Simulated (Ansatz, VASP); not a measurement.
# GaSb2: VASP beside Ansatz

```
Ga Sb
1.0
     4.17748    0.00000    0.00000
    -2.08874    3.61781    0.00000
     0.00000    0.00000    5.23192
Ga Sb
1 2
Direct
  0.00000 0.00000 0.50000
  0.33333 0.66667 0.18090
  0.66667 0.33333 0.81910
```

Change from the starting cell: species swapped into the CrTe2 type (P-3m1, No. 164).

Alike in both runs: task relaxation of cell and atoms; functional PBE; k mesh 12 × 12 × 10; occupations gaussian, width 0.1 eV; no spin polarisation.

```csv
,VASP,Ansatz
version,VASP 6.6.1,Ansatz 0.2.0
potentials or method,"VASP PAW PBE potentials, release 64 (Ga_d, Sb), cutoff 600 eV","scalar-relativistic, plane waves, PAW"
valence electrons in the cell,23,43
```

|  | VASP | Ansatz | Ansatz less VASP |
| --- | --- | --- | --- |
| gap on the k mesh at the Fermi level, each at its own relaxed structure (eV) | none | none | - |
| relaxed volume (Å³/atom) | 26.33 | 26.34 | +0.007 |
| relaxed cell length with the largest relative difference (Å) | 4.213 | 4.213 | +0.0007 |

A gap of «none» marks a metal or a gap that the smearing closes. VASP's potentials hold 23 valence electrons a cell and Ansatz's 43, so a difference there can come from the potentials and not from the codes.

Neither program's run includes spin-orbit coupling.
